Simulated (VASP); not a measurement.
# Sb (Fm-3m) in VASP: notebook, part 2 of 2

VASP 6.6.1. The steps go on from the part before.

## (3) Density of states, LDA (volume scaled by 0.4)

POSCAR

```
Sb
1.0
    0.0000000000      1.7270435996      1.7270435996
    1.7270435996      0.0000000000      1.7270435996
    1.7270435996      1.7270435996      0.0000000000
Sb
1
Direct
    0.0000000000      0.0000000000      0.0000000000
```

INCAR.step1

```
SYSTEM = Sb
PREC = Accurate
ENCUT = 400
EDIFF = 1E-6
ISMEAR = -1
SIGMA = 0.1
LREAL = .False.
LASPH = .True.
NELM = 120
ALGO = Normal
ISIF = 2
LWAVE = .False.
LCHARG = .True.
NBANDS = 8
GGA_COMPAT = .False.
NEDOS = 2001
LORBIT = 11
```

KPOINTS.step1

```
regular mesh
0
Gamma
  15 15 15
  0 0 0
```

INCAR.step2

```
SYSTEM = Sb
PREC = Accurate
ENCUT = 400
EDIFF = 1E-6
ISMEAR = -5
SIGMA = 0.1
LREAL = .False.
LASPH = .True.
NELM = 120
ALGO = Normal
ISIF = 2
LWAVE = .False.
LCHARG = .False.
LORBIT = 11
NEDOS = 1001
ICHARG = 11
GGA_COMPAT = .False.
```

KPOINTS.step2

```
regular mesh
0
Gamma
  23 23 23
  0 0 0
```

Potentials or basis: VASP PAW LDA potentials, release 64 (Sb).

On the command line:

```console
> cat potpaw_LDA.64/Sb/POTCAR > POTCAR
> cp INCAR.step1 INCAR
> cp KPOINTS.step1 KPOINTS
> mpirun -np 1 vasp_std > vasp.out
> cp INCAR.step2 INCAR
> cp KPOINTS.step2 KPOINTS
> mpirun -np 1 vasp_std > vasp.out
```

OUTCAR:

```text
SYSTEM = Sb
   PREC = Accurate
   ENCUT = 400
   EDIFF = 1E-6
   ISMEAR = -5
   LREAL = .False.
   LASPH = .True.
   NELM = 120
   ISIF = 2
   LORBIT = 11
   ICHARG = 11

 ion  position               nearest neighbor table
   1  0.000  0.000  0.000-

  LATTYP: Found a face centered cubic cell.
 ALAT       =     3.4540871992

  Lattice vectors:

 A1 = (   0.0000000000,   1.7270435996,   1.7270435996)
 A2 = (   1.7270435996,   0.0000000000,   1.7270435996)
 A3 = (   1.7270435996,   1.7270435996,   0.0000000000)

Analysis of symmetry for initial positions (statically):
=====================================================================
 Subroutine PRICEL returns:
 Original cell was already a primitive cell.

 Routine SETGRP: Setting up the symmetry group for a
 face centered cubic supercell.

 Subroutine GETGRP returns: Found 48 space group operations
 (whereof 48 operations were pure point group operations)
 out of a pool of 48 trial point group operations.

The static configuration has the point symmetry O_h .

Analysis of symmetry for dynamics (positions and initial velocities):
=====================================================================
 Subroutine PRICEL returns:
 Original cell was already a primitive cell.

 Routine SETGRP: Setting up the symmetry group for a
 face centered cubic supercell.

 Subroutine GETGRP returns: Found 48 space group operations
 (whereof 48 operations were pure point group operations)
 out of a pool of 48 trial point group operations.

The dynamic configuration has the point symmetry O_h .

 Subroutine INISYM returns: Found 48 space group operations
 (whereof 48 operations are pure point group operations),
 and found     1 'primitive' translations

----------------------------------------------------------------------------------------

                                     Primitive cell

  volume of cell :      10.3024

  direct lattice vectors                    reciprocal lattice vectors
     0.000000000  1.727043600  1.727043600    -0.289512089  0.289512089  0.289512089
     1.727043600  0.000000000  1.727043600     0.289512089 -0.289512089  0.289512089
     1.727043600  1.727043600  0.000000000     0.289512089  0.289512089 -0.289512089

  length of vectors
     2.442408481  2.442408481  2.442408481     0.501449647  0.501449647  0.501449647

  position of ions in fractional coordinates (direct lattice)
     0.000000000  0.000000000  0.000000000

  ion indices of the primitive-cell ions
   primitive index   ion index
                 1           1

----------------------------------------------------------------------------------------

 KPOINTS: regular mesh

Automatic generation of k-mesh.
 Grid dimensions read from file:
 generate k-points for:   23   23   23

 Generating k-lattice:

  Cartesian coordinates                     Fractional coordinates (reciprocal lattice)
    -0.012587482  0.012587482  0.012587482     0.043478261  0.000000000  0.000000000
     0.012587482 -0.012587482  0.012587482     0.000000000  0.043478261  0.000000000
     0.012587482  0.012587482 -0.012587482     0.000000000  0.000000000  0.043478261

  Length of vectors
     0.021802159  0.021802159  0.021802159

  Shift w.r.t. Gamma in fractional coordinates (k-lattice)
     0.000000000  0.000000000  0.000000000

 TETIRR: Found   1662 inequivalent tetrahedra from    73002

 Subroutine IBZKPT returns following result:
 ===========================================

 Found    364 irreducible k-points:

 Following reciprocal coordinates:
            Coordinates               Weight
  0.000000  0.000000  0.000000      1.000000
  0.043478  0.000000  0.000000      8.000000
  0.086957  0.000000  0.000000      8.000000
  0.130435  0.000000  0.000000      8.000000
  0.173913  0.000000  0.000000      8.000000
  0.217391  0.000000  0.000000      8.000000
[... 16 lines left out ...]
  0.478261  0.043478  0.000000     24.000000
 -0.478261  0.043478  0.000000     24.000000
 [... further k-points ...]
   k-points           NKPTS =    364   k-points in BZ     NKDIM =    364   number of bands    NBANDS=      6
   number of dos      NEDOS =   1001   number of ions     NIONS =      1
   total plane-waves  NPLWV =   4096
   dimension x,y,z NGX =    16 NGY =   16 NGZ =   16
   dimension x,y,z NGXF=    32 NGYF=   32 NGZF=   32
   ions per type =               1
   NGX,Y,Z   is equivalent  to a cutoff of  10.89, 10.89, 10.89 a.u.
   NGXF,Y,Z  is equivalent  to a cutoff of  21.78, 21.78, 21.78 a.u.
 SYSTEM =  Sb
   PREC   = accura    normal or accurate (medium, high low for compatibility)
   ISTART =      0    job   : 0-new  1-cont  2-samecut
   ICHARG =     11    charge: 1-file 2-atom 10-const
   ISPIN  =      1    spin polarized calculation?
   LNONCOLLINEAR =      F non collinear calculations
   LSORBIT =      F    spin-orbit coupling
   LASPH  =      T    aspherical Exc in radial PAW
   ENCUT  =  400.0 eV  29.40 Ry    5.42 a.u.   3.98  3.98  3.98*2*pi/ulx,y,z
   NELM   =    120;   NELMIN=  2; NELMDL=  0     # of ELM steps
   EDIFF  = 0.1E-05   stopping-criterion for ELM
   LREAL  =      F    real-space projection
   EDIFFG = 0.1E-04   stopping-criterion for IOM
   NSW    =      0    number of steps for IOM
   IBRION =     -1    ionic relax: 0-MD 1-quasi-New 2-CG
   NFREE  =      0    steps in history (QN), initial steepest desc. (CG)
   ISIF   =      2    stress and relaxation
   ISYM   =      2    0-nonsym 1-usesym 2-fastsym
   POTIM  = 0.5000    time-step for ionic-motion
   TEBEG  =    0.0;   TEEND  =   0.0 temperature during run
   PSTRESS=    0.0 pullay stress
   NELECT =       5.0000    total number of electrons
   NUPDOWN=      -1.0000    fix difference up-down
   EMIN   =  10.00;   EMAX   =-10.00  energy-range for DOS
   EFERMI =   0.00;   METHOD = LEGACY
   ISMEAR =    -5;   SIGMA  =   0.10  broadening in eV -4-tet -1-fermi 0-gaus
   EFERMI_NEDOS =   21; number of points for ismear=-14 and -15
   IALGO  =     38    algorithm
   IMIX   =      4    mixing-type and parameters
     AMIX     =   0.40;   BMIX     =  1.00
     AMIX_MAG =   1.60;   BMIX_MAG =  1.00
  volume/ion in A,a.u.               =      10.30        69.52
  Fermi-wavevector in a.u.,A,eV,Ry     =   1.286525  2.431180 22.519633  1.655146
  Thomas-Fermi vector in A             =   2.418594
   LORBIT       =     11    0 simple, 1 ext, 2 COOP (PROOUT), +10 PAW based schemes
   GGA     = CA    functional components
   LHFCALC =     F    Hartree Fock is set to
   AEXX    =    0.0000 exact exchange contribution
   IVDW    =     0    specifies the selected vdW correction
   LEPSILON=     F    determine dielectric tensor
   LRPA    =     F    only Hartree local field effects (RPA)
 non-spin polarized calculation
 Fermi weights with tetrahedron method with Bloechl corrections
  energy-cutoff  :      400.00
  volume of cell :       10.30
 maximum number of plane-waves:       199

 number of electron       5.0000001 magnetization

 Free energy of the ion-electron system (eV)
  ---------------------------------------------------
  ext. energy  EPLUGINS =         0.00000000
  ---------------------------------------------------
  free energy    TOTEN  =         6.76522329 eV

  energy without entropy =        6.76522329  energy(sigma->0) =        6.76522329

 E-fermi :  28.7959     XC(G=0): -15.0185

 val. band max:       28.7746454490   @ k =  -0.4783   0.3913   0.0435
 cond. band min:      28.5354963676   @ k =  -0.3913   0.3043   0.1304
 fundamental gap:     -0.2391490814
 Fermi energy:        28.7958642707

 k-point     1 :       0.0000    0.0000    0.0000
  band No.  band energies     occupation
      1       3.1977      2.00000
      2      35.3934      0.00000
      3      40.7011      0.00000
      4      40.7011      0.00000
      5      40.7011      0.00000
      6      41.6704      0.00000

 k-point     2 :       0.0435    0.0000    0.0000
  band No.  band energies     occupation
      1       3.2805      2.00000
      2      35.3333      0.00000
      3      39.6679      0.00000
      4      40.4760      0.00000
      5      40.4760      0.00000
      6      41.9540      0.00000
[... 181 lines left out ...]
 k-point    23 :       0.4783    0.0435    0.0000
  band No.  band energies     occupation
      1      12.8290      2.00000
      2      16.8325      2.00000
      3      34.8882      0.00000
      4      37.1548      0.00000
      5      37.3674      0.00000
      6      40.7438      0.00000

 k-point    24 :      -0.4783    0.0435    0.0000
  band No.  band energies     occupation
      1      13.6212      2.00000
      2      15.9370      2.00000
      3      34.8202      0.00000
      4      37.0737      0.00000
      5      37.4220      0.00000
      6      40.6372      0.00000

 [... further k-points ...]
[... 5 lines left out ...]
  --------------------------------------------------------------------------------------
  -------------------------------------------------------------------------------------
  Total       35.7913927     35.7913927     35.7913927     -0.0000000      0.0000000     -0.0000000
  in kB     5566.0779012   5566.0779012   5566.0779012     -0.0000000      0.0000000     -0.0000000
  external PRESSURE =    5566.0779012 kB  Pullay stress =       0.0000000 kB

 VOLUME and BASIS-vectors are now :
 -----------------------------------------------------------------------------
  energy-cutoff  :      400.00
  volume of cell :       10.30
      direct lattice vectors                 reciprocal lattice vectors
     0.000000000  1.727043600  1.727043600    -0.289512089  0.289512089  0.289512089
     1.727043600  0.000000000  1.727043600     0.289512089 -0.289512089  0.289512089
     1.727043600  1.727043600  0.000000000     0.289512089  0.289512089 -0.289512089

 POSITION                                       TOTAL-FORCE (eV/Angst)
 -----------------------------------------------------------------------------------
      0.00000      0.00000      0.00000         0.000000     -0.000000      0.000000
 -----------------------------------------------------------------------------------
    total drift:                               -0.000000      0.000000     -0.000000

  FREE ENERGIE OF THE ION-ELECTRON SYSTEM (eV)
  ---------------------------------------------------
  free  energy   TOTEN  =         6.7652232854 eV

  energy  without entropy=        6.7652232854  energy(sigma->0) =        6.76522329

 total charge

# of ion       s       p       d       tot
------------------------------------------
    1        1.352   1.910   0.470   3.732
```

It took 8.1 s on 1 thread of Intel Xeon 6975P-C, shared host; peak memory 0.12 GiB.

Results:

```yaml
Valence_electrons_inside_the_program's_atomic_spheres: Sb 3.73
```

Caveat: spin-orbit coupling is left out, which moves the levels of the heavy elements; tetrahedron occupations give inexact forces and stress in metals.
